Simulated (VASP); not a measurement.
# AgI (wurtzite type) (P6_3mc) in VASP: notebook, part 2 of 2

VASP 6.6.1. The steps go on from the part before.

## (3) Electric field gradients, PBE

Contents of INCAR:

```
PREC = Accurate
ENCUT = 400
EDIFF = 1E-8
ISMEAR = -1
SIGMA = 0.05
LREAL = F
LASPH = T
NELM = 120
ALGO = Normal
ISIF = 2
LWAVE = F
LCHARG = F
GGA = PE
LEFG = T
NBANDS = 26
GGA_COMPAT = F
```

Contents of KPOINTS:

```
regular mesh
0
Gamma
  10 10 6
```

Contents of POSCAR:

```
AgI
1.0
    4.6857383264      0.0000000000      0.0000000000
   -2.3428691632      4.0579684261      0.0000000000
    0.0000000000      0.0000000000      7.6664781241
Ag I
2 2
Direct
    0.3333333333      0.6666666667      0.0006015325
    0.6666666667      0.3333333333      0.5006015325
    0.3333333333      0.6666666667      0.3753984675
    0.6666666667      0.3333333333      0.8753984675
```

Potentials or basis: VASP PAW PBE potentials, release 64 (Ag, I).

Launch:

```sh
cat potpaw_PBE.64/Ag/POTCAR potpaw_PBE.64/I/POTCAR > POTCAR
mpirun -np 1 vasp_std > vasp.out
```

OUTCAR:

```text
PREC = Accurate
   ENCUT = 400
   EDIFF = 1E-8
   ISMEAR = -1
   LREAL = F
   LASPH = T
   NELM = 120
   ISIF = 2
   GGA = PE

 ion  position               nearest neighbor table
   1  0.333  0.667  0.001-   4 2.87   4 2.87   4 2.87   3 2.87
   2  0.667  0.333  0.501-   3 2.87   3 2.87   3 2.87   4 2.87
   3  0.333  0.667  0.375-   2 2.87   2 2.87   2 2.87   1 2.87
   4  0.667  0.333  0.875-   1 2.87   1 2.87   1 2.87   2 2.87

  LATTYP: Found a hexagonal cell.
 ALAT       =     4.6857383264
 C/A-ratio  =     1.6361302297

  Lattice vectors:

 A1 = (   4.6857383264,   0.0000000000,   0.0000000000)
 A2 = (  -2.3428691632,   4.0579684261,   0.0000000000)
 A3 = (   0.0000000000,   0.0000000000,   7.6664781241)

Analysis of symmetry for initial positions (statically):
=====================================================================
 Subroutine PRICEL returns:
 Original cell was already a primitive cell.

 Routine SETGRP: Setting up the symmetry group for a
 hexagonal supercell.

 Subroutine GETGRP returns: Found 12 space group operations
 (whereof  6 operations were pure point group operations)
 out of a pool of 24 trial point group operations.

The static configuration has the point symmetry C_3v.
 The point group associated with its full space group is C_6v.

Analysis of symmetry for dynamics (positions and initial velocities):
=====================================================================
 Subroutine PRICEL returns:
 Original cell was already a primitive cell.

[... 862 lines left out ...]

 [... further k-points ...]

------------------------ aborting loop because EDIFF is reached ----------------------------------------

  FORCE on cell =-STRESS in cart. coord.  units (eV):
  Direction    XX          YY          ZZ          XY          YZ          ZX
  --------------------------------------------------------------------------------------
  -------------------------------------------------------------------------------------
  Total       -0.1582654     -0.1582654     -0.1655675      0.0000000      0.0000000      0.0000000
  in kB       -1.7394586     -1.7394586     -1.8197141      0.0000000      0.0000000      0.0000000
  external PRESSURE =      -1.7662104 kB  Pullay stress =       0.0000000 kB

 VOLUME and BASIS-vectors are now :
 -----------------------------------------------------------------------------
  energy-cutoff  :      400.00
  volume of cell :      145.77
      direct lattice vectors                 reciprocal lattice vectors
     4.685738326  0.000000000  0.000000000     0.213413539  0.123214364  0.000000000
    -2.342869163  4.057968426  0.000000000     0.000000000  0.246428729  0.000000000
     0.000000000  0.000000000  7.666478124     0.000000000  0.000000000  0.130437990

 POSITION                                       TOTAL-FORCE (eV/Angst)
 -----------------------------------------------------------------------------------
     -0.00000      2.70531      0.00461         0.000000      0.000000      0.000256
      2.34287      1.35266      3.83785        -0.000000      0.000000      0.000256
     -0.00000      2.70531      2.87798        -0.000000      0.000000     -0.000256
      2.34287      1.35266      6.71122         0.000000     -0.000000     -0.000256
 -----------------------------------------------------------------------------------
    total drift:                               -0.000000     -0.000000     -0.000265

  FREE ENERGIE OF THE ION-ELECTRON SYSTEM (eV)
  ---------------------------------------------------
  free  energy   TOTEN  =        -9.5801383686 eV

  energy  without entropy=       -9.5801383509  energy(sigma->0) =       -9.58013836

 Electric field gradients (V/A^2)
---------------------------------------------------------------------
 ion       V_xx      V_yy      V_zz      V_xy      V_xz      V_yz
---------------------------------------------------------------------
   1      -0.201    -0.202     0.403    -0.001    -0.000     0.000
   2      -0.201    -0.202     0.403    -0.001     0.000    -0.000
   3      -1.963    -1.964     3.927    -0.000    -0.000     0.000
   4      -1.963    -1.964     3.927    -0.000     0.000    -0.000
---------------------------------------------------------------------

 Electric field gradients after diagonalization (V/A^2)
 (convention: |V_zz| > |V_xx| > |V_yy|)
----------------------------------------------------------------------
 ion       V_xx      V_yy      V_zz     asymmetry (V_yy - V_xx)/ V_zz
----------------------------------------------------------------------
   1      -0.203    -0.201     0.403       0.005
   2      -0.203    -0.201     0.403       0.005
   3      -1.964    -1.963     3.927       0.000
   4      -1.964    -1.963     3.927       0.000
----------------------------------------------------------------------

           NMR quadrupolar parameters

 Cq : quadrupolar parameter    Cq=e*Q*V_zz/h
 eta: asymmetry parameters     (V_yy - V_xx)/ V_zz
 Q  : nuclear electric quadrupole moment in mb (millibarn)
----------------------------------------------------------------------
 ion       Cq(MHz)       eta       Q (mb)
----------------------------------------------------------------------
   1       0.001       0.005       1.000
   2       0.001       0.005       1.000
   3       0.009       0.000       1.000
   4       0.009       0.000       1.000
----------------------------------------------------------------------
```

Wall time 1.7 min (1 thread of AMD EPYC 9R45 (Zen 5), shared host); peak memory 0.25 GiB.

Results:

| Property | Result |
| --- | --- |
| Free energy | -9.5801 eV |
| Pressure | -0.2 GPa |
| Band gap on the k mesh | 1.37 eV, direct |

Levels at points of the mesh, in eV from the valence-band top:
```tsv
k point	band 15	band 16	band 17	band 18	band 19	band 20	band 21	band 22
(0.00, 0.00, 0.00)	-0.63	-0.06	0.00	0.00	1.37	2.67	5.85	5.85
(0.50, 0.00, 0.00)	-1.98	-1.59	-0.91	-0.64	3.31	3.65	4.90	5.79
(0.00, 0.00, 0.50)	-0.32	-0.32	-0.32	-0.32	2.64	2.64	5.64	5.64
(0.50, 0.00, 0.50)	-1.11	-1.11	-1.11	-1.11	3.30	3.30	4.94	4.94
```

Electric field gradients, principal values (V/Å²):
```tsv
atom	least	middle	greatest (by size)
1 Ag	-0.201	-0.203	0.403
2 Ag	-0.201	-0.203	0.403
3 I	-1.963	-1.964	3.927
4 I	-1.963	-1.964	3.927
```

Caveat: without QUAD_EFG the Cq values of the log hold for a quadrupole moment of 1 mb, not for the nuclei; spin-orbit coupling is left out, which moves the levels of the heavy elements.

## (4) Density of states, PBE

POSCAR is that of step 3.

Contents of INCAR.step1:

```
ALGO = Normal
EDIFF = 1E-6
ENCUT = 400
GGA = PE
GGA_COMPAT = False
ISIF = 2
ISMEAR = -1
LASPH = True
LCHARG = True
LMAXMIX = 4
LORBIT = 11
LREAL = False
LWAVE = False
NBANDS = 26
NEDOS = 2001
NELM = 120
PREC = Accurate
SIGMA = 0.05
```

Contents of KPOINTS.step1:

```
k-points
0
Gamma
  10 10 6
```

Contents of INCAR.step2:

```
ALGO = Normal
EDIFF = 1E-6
ENCUT = 400
GGA = PE
GGA_COMPAT = False
ICHARG = 11
ISIF = 2
ISMEAR = -5
LASPH = True
LCHARG = False
LMAXMIX = 4
LORBIT = 11
LREAL = False
LWAVE = False
NEDOS = 1001
NELM = 120
PREC = Accurate
SIGMA = 0.05
```

Contents of KPOINTS.step2:

```
k-points
0
Gamma
  15 15 9
```

Potentials or basis: VASP PAW PBE potentials, release 64 (Ag, I).

Launch:

```sh
cat potpaw_PBE.64/Ag/POTCAR potpaw_PBE.64/I/POTCAR > POTCAR
cp INCAR.step1 INCAR
cp KPOINTS.step1 KPOINTS
mpirun -np 1 vasp_std > vasp.out
cp INCAR.step2 INCAR
cp KPOINTS.step2 KPOINTS
mpirun -np 1 vasp_std > vasp.out
```

OUTCAR:

```text
EDIFF = 1E-6
   ENCUT = 400
   GGA = PE
   ICHARG = 11
   ISIF = 2
   ISMEAR = -5
   LASPH = True
   LORBIT = 11
   LREAL = False
   NELM = 120
   PREC = Accurate

 ion  position               nearest neighbor table
   1  0.333  0.667  0.001-   4 2.87   4 2.87   4 2.87   3 2.87
   2  0.667  0.333  0.501-   3 2.87   3 2.87   3 2.87   4 2.87
   3  0.333  0.667  0.375-   2 2.87   2 2.87   2 2.87   1 2.87
   4  0.667  0.333  0.875-   1 2.87   1 2.87   1 2.87   2 2.87

  LATTYP: Found a hexagonal cell.
 ALAT       =     4.6857383264
 C/A-ratio  =     1.6361302297

  Lattice vectors:

 A1 = (   4.6857383264,   0.0000000000,   0.0000000000)
 A2 = (  -2.3428691632,   4.0579684261,   0.0000000000)
 A3 = (   0.0000000000,   0.0000000000,   7.6664781241)

Analysis of symmetry for initial positions (statically):
=====================================================================
 Subroutine PRICEL returns:
 Original cell was already a primitive cell.

[... 185 lines left out ...]
  band No.  band energies     occupation
      1     -10.0160      2.00000
      2      -9.7718      2.00000
      3      -1.3859      2.00000
      4      -1.3833      2.00000
      5      -1.3833      2.00000
      6      -1.2851      2.00000
[... 589 lines left out ...]
     21       7.1996      0.00000
     22       8.4848      0.00000

 [... further k-points ...]

------------------------ aborting loop because EDIFF is reached ----------------------------------------

  FORCE on cell =-STRESS in cart. coord.  units (eV):
  Direction    XX          YY          ZZ          XY          YZ          ZX
  --------------------------------------------------------------------------------------
  -------------------------------------------------------------------------------------
  Total       -0.1631553     -0.1631553     -0.1731673      0.0000000      0.0000000      0.0000000
  in kB       -1.7932014     -1.7932014     -1.9032413      0.0000000      0.0000000      0.0000000
  external PRESSURE =      -1.8298814 kB  Pullay stress =       0.0000000 kB

 VOLUME and BASIS-vectors are now :
 -----------------------------------------------------------------------------
  energy-cutoff  :      400.00
  volume of cell :      145.77
      direct lattice vectors                 reciprocal lattice vectors
     4.685738326  0.000000000  0.000000000     0.213413539  0.123214364  0.000000000
    -2.342869163  4.057968426  0.000000000     0.000000000  0.246428729  0.000000000
     0.000000000  0.000000000  7.666478124     0.000000000  0.000000000  0.130437990

 POSITION                                       TOTAL-FORCE (eV/Angst)
 -----------------------------------------------------------------------------------
     -0.00000      2.70531      0.00461        -0.000000      0.000000      0.000202
      2.34287      1.35266      3.83785        -0.000000      0.000000      0.000202
     -0.00000      2.70531      2.87798        -0.000000      0.000000     -0.000202
      2.34287      1.35266      6.71122         0.000000     -0.000000     -0.000202
 -----------------------------------------------------------------------------------
    total drift:                               -0.000000     -0.000000     -0.000472

  FREE ENERGIE OF THE ION-ELECTRON SYSTEM (eV)
  ---------------------------------------------------
  free  energy   TOTEN  =        -9.5801669045 eV

  energy  without entropy=       -9.5801669045  energy(sigma->0) =       -9.58016690

 total charge

# of ion       s       p       d       tot
------------------------------------------
    1        0.285   0.195   9.303   9.783
    2        0.285   0.195   9.303   9.783
    3        1.499   2.751   0.028   4.278
    4        1.499   2.751   0.028   4.278
--------------------------------------------------
tot          3.570   5.890  18.662  28.122
```

Wall time 2.6 min (1 thread of AMD EPYC 9R45 (Zen 5), shared host); peak memory 0.38 GiB.

Results:

| Property | Result |
| --- | --- |
| Valence electrons inside the program's atomic spheres | Ag 9.78; I 4.28 |

Levels at points of the mesh, in eV from the valence-band top:
```csv
k point,band 15,band 16,band 17,band 18,band 19,band 20,band 21,band 22
"(0.00, 0.00, 0.00)",-0.63,-0.06,0.00,0.00,1.37,2.67,5.85,5.85
```

Caveat: spin-orbit coupling is left out, which moves the levels of the heavy elements.
